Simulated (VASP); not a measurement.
Here is a VASP 6.6.1 calculation.

Contents of INCAR:

```
  PREC = Accurate
  ENCUT = 520
  EDIFF = 1E-7
  ISMEAR = 0
  SIGMA = 0.01
  LREAL = False
  LASPH = True
  NELM = 100
  ALGO = Normal
  ISIF = 2
  LWAVE = False
  LCHARG = False
  NBANDS = 11
```

The input KPOINTS:

```
Automatic mesh
0
Gamma
  12 12 12
```

Contents of POSCAR:

```
C
1.0
    1.7658738580      1.7658738580      0.0000000000
   -1.7658738580      1.7658738580      0.0000000000
    0.0000000000      1.7658738580      1.7658738580
C
2
Direct
    0.5000000000      0.5000000000      0.0000000000
    0.7500000000      0.2500000000      0.5000000000
```

Potentials or basis: VASP PAW LDA potentials, release 64 (C).

Command:

```console
$ cat potpaw_LDA.64/C/POTCAR > POTCAR
$ mpirun -np 1 vasp_std > vasp.out
```

Estimate the pressure.

1.6 GPa.

What does it give for the band gap on the k mesh?

4.20 eV, indirect (least direct gap 5.63 eV).

A k mesh can miss the band edges. LDA gaps usually lie below the measured ones, often by a third to a half.
